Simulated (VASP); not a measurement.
# Sc (Fm-3m) in VASP: further runs

Sc is run at these levels: LDA; tasks: single point, relaxation of volume and atoms at fixed shape.

All numbers are computed with VASP 6.6.1; they aren't measurements. Logs are shortened: lines on timing, memory, paths and dates and some standing lists are left out, and cuts for length are marked.

## Step 1: The cell of the first run

It takes space group Fm-3m (No. 225, cubic). The conventional cell has a = 4.482 Å, b = 4.482 Å, c = 4.482 Å, α = 90.00°, β = 90.00°, γ = 90.00°. Within 4.2 Å of Sc (site symmetry m-3m) lie 12 Sc at 3.17 Å.

## Step 2: Single point, LDA

INCAR reads:

```
SYSTEM = Sc
  PREC = Accurate
  ENCUT = 520
  EDIFF = 1E-6
  ISMEAR = -1
  SIGMA = 0.1
  LREAL = .FALSE.
  LASPH = .TRUE.
  NELM = 100
  ALGO = Normal
  ISIF = 2
  LWAVE = .FALSE.
  LCHARG = .FALSE.
  GGA = CA
  NBANDS = 30
```

KPOINTS reads:

```
Automatic mesh
0
G
  4 4 4
  0 0 0
```

POSCAR reads:

```
Sc
1.0
    4.4819026173      0.0000000000      0.0000000000
    0.0000000000      4.4819026173      0.0000000000
    0.0000000000      0.0000000000      4.4819026173
Sc
4
Direct
    0.0000000000      0.0000000000      0.0000000000
    0.0000000000      0.5000000000      0.5000000000
    0.5000000000      0.0000000000      0.5000000000
    0.5000000000      0.5000000000      0.0000000000
```

Potentials or basis: VASP PAW LDA potentials, release 64 (Sc_sv).

Run with:

```bash
$ cat potpaw_LDA.64/Sc_sv/POTCAR > POTCAR
$ mpirun -np 1 vasp_std > vasp.out
```

OUTCAR:

```text
SYSTEM = Sc
   PREC = Accurate
   ENCUT = 520
   EDIFF = 1E-6
   ISMEAR = -1
   LREAL = .FALSE.
   LASPH = .TRUE.
   NELM = 100
   ISIF = 2
   GGA = CA

 ion  position               nearest neighbor table
   1  0.000  0.000  0.000-   2 3.17   3 3.17   4 3.17   2 3.17   3 3.17   2 3.17   4 3.17   2 3.17
                             3 3.17   4 3.17   3 3.17   4 3.17
   2  0.000  0.500  0.500-   1 3.17   3 3.17   4 3.17   1 3.17   4 3.17   1 3.17   3 3.17   1 3.17
                             3 3.17   4 3.17   4 3.17   3 3.17
   3  0.500  0.000  0.500-   1 3.17   2 3.17   4 3.17   1 3.17   4 3.17   2 3.17   4 3.17   4 3.17
                             1 3.17   2 3.17   1 3.17   2 3.17
   4  0.500  0.500  0.000-   1 3.17   2 3.17   3 3.17   2 3.17   3 3.17   1 3.17   3 3.17   3 3.17
                             1 3.17   2 3.17   2 3.17   1 3.17

  LATTYP: Found a simple cubic cell.
 ALAT       =     4.4819026173

  Lattice vectors:

 A1 = (   4.4819026173,   0.0000000000,   0.0000000000)
 A2 = (   0.0000000000,   4.4819026173,   0.0000000000)
 A3 = (   0.0000000000,   0.0000000000,   4.4819026173)

Analysis of symmetry for initial positions (statically):
=====================================================================
 Subroutine PRICEL returns following result:

  LATTYP: Found a face centered cubic cell.
 ALAT       =     4.4819026173

  Lattice vectors:

 A1 = (   2.2409513087,  -2.2409513087,   0.0000000000)
 A2 = (   2.2409513087,   0.0000000000,   2.2409513087)
 A3 = (   0.0000000000,  -2.2409513087,   2.2409513087)

   4 primitive cells build up your supercell.

 Routine SETGRP: Setting up the symmetry group for a
 simple cubic supercell.

 Subroutine GETGRP returns: Found 48 space group operations
 (whereof 48 operations were pure point group operations)
 out of a pool of 48 trial point group operations.

The static configuration has the point symmetry O_h .

Analysis of symmetry for dynamics (positions and initial velocities):
=====================================================================
 Subroutine PRICEL returns following result:

  LATTYP: Found a face centered cubic cell.
 ALAT       =     4.4819026173

  Lattice vectors:

 A1 = (   2.2409513087,  -2.2409513087,   0.0000000000)
 A2 = (   2.2409513087,   0.0000000000,   2.2409513087)
 A3 = (   0.0000000000,  -2.2409513087,   2.2409513087)

   4 primitive cells build up your supercell.

 Routine SETGRP: Setting up the symmetry group for a
 simple cubic supercell.

 Subroutine GETGRP returns: Found 48 space group operations
 (whereof 48 operations were pure point group operations)
 out of a pool of 48 trial point group operations.

The dynamic configuration has the point symmetry O_h .

 Subroutine INISYM returns: Found 48 space group operations
 (whereof 48 operations are pure point group operations),
 and found     4 'primitive' translations

----------------------------------------------------------------------------------------

                                     Primitive cell

  volume of cell :      22.5075

  direct lattice vectors                    reciprocal lattice vectors
     2.240951309 -2.240951309  0.000000000     0.223119529 -0.223119529 -0.223119529
     2.240951309  0.000000000  2.240951309     0.223119529  0.223119529  0.223119529
     0.000000000 -2.240951309  2.240951309    -0.223119529 -0.223119529  0.223119529

  length of vectors
     3.169183733  3.169183733  3.169183733     0.386454360  0.386454360  0.386454360

  position of ions in fractional coordinates (direct lattice)
     0.000000000  0.000000000  0.000000000

  ion indices of the primitive-cell ions
   primitive index   ion index
                 1           1

----------------------------------------------------------------------------------------

 KPOINTS: Automatic mesh

Automatic generation of k-mesh.
 Grid dimensions read from file:
 generate k-points for:    4    4    4

 Generating k-lattice:

  Cartesian coordinates                     Fractional coordinates (reciprocal lattice)
     0.055779882  0.000000000  0.000000000     0.250000000  0.000000000  0.000000000
     0.000000000  0.055779882  0.000000000     0.000000000  0.250000000  0.000000000
     0.000000000  0.000000000  0.055779882     0.000000000  0.000000000  0.250000000

  Length of vectors
     0.055779882  0.055779882  0.055779882

  Shift w.r.t. Gamma in fractional coordinates (k-lattice)
     0.000000000  0.000000000  0.000000000

 Subroutine IBZKPT returns following result:
 ===========================================

 Found     10 irreducible k-points:

 Following reciprocal coordinates:
            Coordinates               Weight
  0.000000  0.000000  0.000000      1.000000
  0.250000  0.000000  0.000000      6.000000
  0.500000  0.000000  0.000000      3.000000
  0.250000  0.250000  0.000000     12.000000
  0.500000  0.250000  0.000000     12.000000
  0.500000  0.500000  0.000000      3.000000
  0.250000  0.250000  0.250000      8.000000
  0.500000  0.250000  0.250000     12.000000
  0.500000  0.500000  0.250000      6.000000
  0.500000  0.500000  0.500000      1.000000
   k-points           NKPTS =     10   k-points in BZ     NKDIM =     10   number of bands    NBANDS=     30
   number of dos      NEDOS =    301   number of ions     NIONS =      4
   total plane-waves  NPLWV =  46656
   dimension x,y,z NGX =    36 NGY =   36 NGZ =   36
   dimension x,y,z NGXF=    72 NGYF=   72 NGZF=   72
   ions per type =               4
   NGX,Y,Z   is equivalent  to a cutoff of  13.35, 13.35, 13.35 a.u.
   NGXF,Y,Z  is equivalent  to a cutoff of  26.71, 26.71, 26.71 a.u.
 SYSTEM =  Sc
   PREC   = accura    normal or accurate (medium, high low for compatibility)
   ISTART =      0    job   : 0-new  1-cont  2-samecut
   ICHARG =      2    charge: 1-file 2-atom 10-const
   ISPIN  =      1    spin polarized calculation?
   LNONCOLLINEAR =      F non collinear calculations
   LSORBIT =      F    spin-orbit coupling
   LASPH  =      T    aspherical Exc in radial PAW
   ENCUT  =  520.0 eV  38.22 Ry    6.18 a.u.   8.33  8.33  8.33*2*pi/ulx,y,z
   NELM   =    100;   NELMIN=  2; NELMDL= -5     # of ELM steps
   EDIFF  = 0.1E-05   stopping-criterion for ELM
   LREAL  =      F    real-space projection
   EDIFFG = 0.1E-04   stopping-criterion for IOM
   NSW    =      0    number of steps for IOM
   IBRION =     -1    ionic relax: 0-MD 1-quasi-New 2-CG
   NFREE  =      0    steps in history (QN), initial steepest desc. (CG)
   ISIF   =      2    stress and relaxation
   ISYM   =      2    0-nonsym 1-usesym 2-fastsym
   POTIM  = 0.5000    time-step for ionic-motion
   TEBEG  =    0.0;   TEEND  =   0.0 temperature during run
   PSTRESS=    0.0 pullay stress
   NELECT =      44.0000    total number of electrons
   NUPDOWN=      -1.0000    fix difference up-down
   EMIN   =  10.00;   EMAX   =-10.00  energy-range for DOS
   EFERMI =   0.00;   METHOD = LEGACY
   ISMEAR =    -1;   SIGMA  =   0.10  broadening in eV -4-tet -1-fermi 0-gaus
   EFERMI_NEDOS =   21; number of points for ismear=-14 and -15
   IALGO  =     38    algorithm
   IMIX   =      4    mixing-type and parameters
     AMIX     =   0.40;   BMIX     =  1.00
     AMIX_MAG =   1.60;   BMIX_MAG =  1.00
  volume/ion in A,a.u.               =      22.51       151.89
  Fermi-wavevector in a.u.,A,eV,Ry     =   1.289526  2.436850 22.624806  1.662876
  Thomas-Fermi vector in A             =   2.421413
   LORBIT       =      0    0 simple, 1 ext, 2 COOP (PROOUT), +10 PAW based schemes
   GGA     = CA    functional components
   LHFCALC =     F    Hartree Fock is set to
   AEXX    =    0.0000 exact exchange contribution
   IVDW    =     0    specifies the selected vdW correction
   LEPSILON=     F    determine dielectric tensor
   LRPA    =     F    only Hartree local field effects (RPA)
 non-spin polarized calculation
  energy-cutoff  :      520.00
  volume of cell :       90.03
 maximum number of plane-waves:      2469
 NGX is ok and might be reduce to    36
   NGX = 17   NGY = 17   NGZ = 17

 number of electron      44.0000003 magnetization

 Free energy of the ion-electron system (eV)
  ---------------------------------------------------
  ext. energy  EPLUGINS =         0.00000000
  ---------------------------------------------------
  free energy    TOTEN  =       -26.84787013 eV

  energy without entropy =      -26.64213170  energy(sigma->0) =      -26.74500091

 E-fermi :   4.1008     XC(G=0): -10.5209

 val. band max:        4.0483361481   @ k =   0.5000   0.2500   0.0000
 cond. band min:       4.2995977908   @ k =   0.5000   0.0000   0.0000
 fundamental gap:      0.2512616427
 Fermi energy:         4.1007653462

 k-point     1 :       0.0000    0.0000    0.0000
  band No.  band energies     occupation
      1     -44.5413      2.00000
      2     -44.4182      2.00000
      3     -44.4182      2.00000
      4     -44.4182      2.00000
      5     -23.7459      2.00000
      6     -23.7459      2.00000
[... 22 lines left out ...]
     29       6.3994      0.00000
     30       7.2558      0.00000

 k-point     2 :       0.2500    0.0000    0.0000
  band No.  band energies     occupation
      1     -44.5233      2.00000
      2     -44.4363      2.00000
      3     -44.4181      2.00000
      4     -44.4181      2.00000
      5     -23.6995      2.00000
      6     -23.6995      2.00000
[... 22 lines left out ...]
     29       5.9703      0.00000
     30       6.7955      0.00000

 k-point     3 :       0.5000    0.0000    0.0000
  band No.  band energies     occupation
      1     -44.4798      2.00000
      2     -44.4798      2.00000
      3     -44.4180      2.00000
      4     -44.4180      2.00000
      5     -23.5863      2.00000
      6     -23.5863      2.00000
[... 220 lines left out ...]
     29       5.8772      0.00000
     30       5.8772      0.00000

 k-point    10 :       0.5000    0.5000    0.5000
  band No.  band energies     occupation
      1     -44.4484      2.00000
      2     -44.4484      2.00000
      3     -44.4484      2.00000
      4     -44.4484      2.00000
      5     -23.7834      2.00000
      6     -23.7834      2.00000
[... 22 lines left out ...]
     29       5.5782      0.00000
     30       5.5782      0.00000

------------------------ aborting loop because EDIFF is reached ----------------------------------------

  FORCE on cell =-STRESS in cart. coord.  units (eV):
  Direction    XX          YY          ZZ          XY          YZ          ZX
  --------------------------------------------------------------------------------------
  -------------------------------------------------------------------------------------
  Total        0.0076760      0.0076760      0.0076760     -0.0000000      0.0000000     -0.0000000
  in kB        0.1366030      0.1366030      0.1366030     -0.0000000      0.0000000     -0.0000000
  external PRESSURE =       0.1366030 kB  Pullay stress =       0.0000000 kB

 VOLUME and BASIS-vectors are now :
 -----------------------------------------------------------------------------
  energy-cutoff  :      520.00
  volume of cell :       90.03
      direct lattice vectors                 reciprocal lattice vectors
     4.481902617  0.000000000  0.000000000     0.223119529  0.000000000  0.000000000
     0.000000000  4.481902617  0.000000000     0.000000000  0.223119529  0.000000000
     0.000000000  0.000000000  4.481902617     0.000000000  0.000000000  0.223119529

 POSITION                                       TOTAL-FORCE (eV/Angst)
 -----------------------------------------------------------------------------------
      0.00000      0.00000      0.00000        -0.000000     -0.000000     -0.000000
      0.00000      2.24095      2.24095        -0.000000     -0.000000      0.000000
      2.24095      0.00000      2.24095        -0.000000      0.000000     -0.000000
      2.24095      2.24095      0.00000         0.000000      0.000000     -0.000000
 -----------------------------------------------------------------------------------
    total drift:                                0.000000      0.000000      0.000000

  FREE ENERGIE OF THE ION-ELECTRON SYSTEM (eV)
  ---------------------------------------------------
  free  energy   TOTEN  =       -26.8478701252 eV

  energy  without entropy=      -26.6421316954  energy(sigma->0) =      -26.74500091
```

Wall time 20 s (1 thread of AMD EPYC 7R43 (Zen 3), shared host); peak memory 0.14 GiB.

Results:

- Free energy: -26.8479 eV
- Pressure: 0.0 GPa
- Band gap on the k mesh: zero (band 22 reaches 4.59 eV, above the bottom of band 23 at 3.27 eV)

## Step 3: Relaxation of volume and atoms at fixed shape, LDA

This run uses another cell than the first one, of 24.97 Å³/atom, 1.110 times its volume.

INCAR reads:

```
SYSTEM = Sc
ALGO = Normal ; EDIFF = 1E-6
EDIFFG = -0.01 ; ENCUT = 600
IBRION = 2 ; ISIF = 8
ISMEAR = -1 ; LASPH = .True.
LCHARG = .False. ; LREAL = .False.
LWAVE = .False. ; NELM = 100
NSW = 80 ; PREC = Accurate
SIGMA = 0.1
```

KPOINTS reads:

```
k-points
0
Gamma
  4 4 4
  0 0 0
```

POSCAR reads:

```
Sc
1.0
    4.6400000000      0.0000000000      0.0000000000
    0.0000000000      4.6400000000      0.0000000000
    0.0000000000      0.0000000000      4.6400000000
Sc
4
Direct
    0.0000000000      0.0000000000      0.0000000000
    0.0000000000      0.5000000000      0.5000000000
    0.5000000000      0.0000000000      0.5000000000
    0.5000000000      0.5000000000      0.0000000000
```

Potentials or basis: VASP PAW LDA potentials, release 64 (Sc_sv).

Run with:

```bash
$ cat potpaw_LDA.64/Sc_sv/POTCAR > POTCAR
$ mpirun -np 1 vasp_std > vasp.out
```

OUTCAR:

```text
SYSTEM = Sc
   EDIFF = 1E-6
   EDIFFG = -0.01
   ENCUT = 600
   IBRION = 2
   ISIF = 8
   ISMEAR = -1
   LASPH = .True.
   LREAL = .False.
   NELM = 100
   NSW = 80
   PREC = Accurate

 ion  position               nearest neighbor table
   1  0.000  0.000  0.000-   2 3.28   3 3.28   4 3.28   2 3.28   3 3.28   2 3.28   4 3.28   2 3.28
                             3 3.28   4 3.28   3 3.28   4 3.28
   2  0.000  0.500  0.500-   1 3.28   3 3.28   4 3.28   1 3.28   4 3.28   1 3.28   3 3.28   1 3.28
                             3 3.28   4 3.28   4 3.28   3 3.28
   3  0.500  0.000  0.500-   1 3.28   2 3.28   4 3.28   1 3.28   4 3.28   2 3.28   4 3.28   4 3.28
                             1 3.28   2 3.28   1 3.28   2 3.28
   4  0.500  0.500  0.000-   1 3.28   2 3.28   3 3.28   2 3.28   3 3.28   1 3.28   3 3.28   3 3.28
                             1 3.28   2 3.28   2 3.28   1 3.28

  LATTYP: Found a simple cubic cell.
 ALAT       =     4.6400000000

  Lattice vectors:

 A1 = (   4.6400000000,   0.0000000000,   0.0000000000)
 A2 = (   0.0000000000,   4.6400000000,   0.0000000000)
 A3 = (   0.0000000000,   0.0000000000,   4.6400000000)

Analysis of symmetry for initial positions (statically):
=====================================================================
 Subroutine PRICEL returns following result:

  LATTYP: Found a face centered cubic cell.
 ALAT       =     4.6400000000
[... 163 lines left out ...]

 number of electron      43.9999989 magnetization

 Free energy of the ion-electron system (eV)
  ---------------------------------------------------
  ext. energy  EPLUGINS =         0.00000000
  ---------------------------------------------------
  free energy    TOTEN  =       -26.68376378 eV

  energy without entropy =      -26.43789722  energy(sigma->0) =      -26.56083050

------------------------ aborting loop because EDIFF is reached ----------------------------------------

  FORCE on cell =-STRESS in cart. coord.  units (eV):
  Direction    XX          YY          ZZ          XY          YZ          ZX
  --------------------------------------------------------------------------------------
  -------------------------------------------------------------------------------------
  Total       -3.1404554     -3.1404554     -3.1404554     -0.0000000     -0.0000000      0.0000000
  in kB      -50.3673693    -50.3673693    -50.3673693     -0.0000000     -0.0000000      0.0000000
  external PRESSURE =     -50.3673693 kB  Pullay stress =       0.0000000 kB
[... 63 lines left out ...]
--------------------------------------- Ionic step        3  -------------------------------------------

 number of electron      44.0000011 magnetization

 Free energy of the ion-electron system (eV)
  ---------------------------------------------------
  ext. energy  EPLUGINS =         0.00000000
  ---------------------------------------------------
  free energy    TOTEN  =       -26.84872037 eV

  energy without entropy =      -26.64292303  energy(sigma->0) =      -26.74582170

 E-fermi :   4.0958     XC(G=0): -10.5175

 val. band max:        4.0436908962   @ k =   0.5000   0.2500   0.0000
 cond. band min:       4.2943531754   @ k =   0.5000   0.0000   0.0000
 fundamental gap:      0.2506622792
 Fermi energy:         4.0958459270

 k-point     1 :       0.0000    0.0000    0.0000
  band No.  band energies     occupation
      1     -44.5482      2.00000
      2     -44.4255      2.00000
      3     -44.4255      2.00000
      4     -44.4255      2.00000
      5     -23.7522      2.00000
      6     -23.7522      2.00000
[... 310 lines left out ...]
  FREE ENERGIE OF THE ION-ELECTRON SYSTEM (eV)
  ---------------------------------------------------
  free  energy   TOTEN  =       -26.8487203742 eV

  energy  without entropy=      -26.6429230313  energy(sigma->0) =      -26.74582170

 reached required accuracy - stopping structural energy minimisation
```

Wall time 54 s (1 thread of AMD EPYC 7R43 (Zen 3), shared host); peak memory 0.17 GiB.

What came out:

| Quantity | Value |
| --- | --- |
| Free energy | -26.8487 eV |
| Relaxed volume | 22.53 Å³/atom |
| Relaxed cell | a = 4.483 Å, b = 4.483 Å, c = 4.483 Å, α = 90.00°, β = 90.00°, γ = 90.00° |
| Space group after relaxing (to 0.05 Å) | Fm-3m (No. 225) |
| Energy gained by relaxing | 41.2 meV/atom |
| Ionic steps | 3 |
| Pressure after relaxing | 0.0 GPa |
| Band gap on the k mesh | zero (band 22 reaches 4.58 eV, above the bottom of band 23 at 3.26 eV) |

The path:
```csv
step,energy change (eV),largest force (eV/Å),pressure (GPa),volume (Å³)
1,0.0000,0.0000,-5.04,99.90
2,-0.1622,0.0000,0.76,88.97
3,-0.1650,0.0000,0.01,90.10
```

Final structure:
```yaml
crystal:
  lattice:
    - [4.48307, 0.00000, 0.00000]
    - [0.00000, 4.48307, 0.00000]
    - [0.00000, 0.00000, 4.48307]
  atoms:
    - { symbol: Sc, position: [0.00000, 0.00000, 0.00000] }
    - { symbol: Sc, position: [0.00000, 0.50000, 0.50000] }
    - { symbol: Sc, position: [0.50000, 0.00000, 0.50000] }
    - { symbol: Sc, position: [0.50000, 0.50000, 0.00000] }
```
